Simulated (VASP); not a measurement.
The system is K8LiNb7O24 (a cell with a defect).

```
K Li Nb O
1.0
     7.97296    0.00000    0.00000
     0.00000    7.97296    0.00000
     0.00000    0.00000    7.97296
K Li Nb O
8 1 7 24
Direct
  0.99102 0.98630 0.00282
  0.00092 0.00174 0.48618
  0.98656 0.50843 0.00503
  0.99563 0.49827 0.49487
  0.50297 0.97412 0.00002
  0.49211 0.99799 0.50036
  0.50831 0.52357 0.00930
  0.24926 0.25779 0.16270
  0.40994 0.42301 0.46156
  0.23065 0.23901 0.72652
  0.23972 0.75476 0.24637
  0.23701 0.73747 0.74602
  0.74385 0.24270 0.24431
  0.75947 0.23885 0.75159
  0.74121 0.74419 0.25063
  0.73845 0.73786 0.74238
  0.41292 0.25527 0.90255
  0.24155 0.24801 0.50453
  0.24799 0.73830 0.00343
  0.24019 0.75967 0.51167
  0.73054 0.25096 0.00360
  0.75678 0.24586 0.52042
  0.75207 0.75354 0.00883
  0.75749 0.75804 0.50738
  0.97049 0.28168 0.25868
  0.00144 0.25257 0.79041
  0.99878 0.75177 0.25625
  0.99929 0.75146 0.76065
  0.51964 0.30136 0.29519
  0.49957 0.25747 0.74411
  0.50519 0.75137 0.25829
  0.50065 0.75190 0.75493
  0.28409 0.98002 0.25461
  0.24322 0.00187 0.75993
  0.29494 0.52695 0.29164
  0.24363 0.49680 0.74651
  0.74345 0.00257 0.25880
  0.75338 0.00153 0.76205
  0.74652 0.50791 0.25702
  0.75652 0.50218 0.75982
```

Base run:

```yaml
Program: VASP 6.6.1
Functional: r2SCAN
Potentials_or_basis: VASP PAW PBE potentials, release 64 (K_sv, Li_sv, Nb_sv, O)
Cutoff: 720 eV
k_mesh: 1 × 1 × 1, shifted
Occupations: fermi-dirac, width 0.05 eV
Spin: no spin polarisation
```

Its results: band gap on the k mesh 0.15 eV; pressure 9.1 GPa; largest force 0.382 eV/Å.

Task: The run is repeated on the same cell with these changes: functional from r2SCAN to PBEsol; cutoff from 720 eV to 650 eV. What comes out?

Result: Band gap on the k mesh 0.13 eV; pressure 7.2 GPa; largest force 0.282 eV/Å.

Caveats: the PAW data sets were made with another functional, which shifts forces and pressure a little.

A k mesh can miss the band edges.
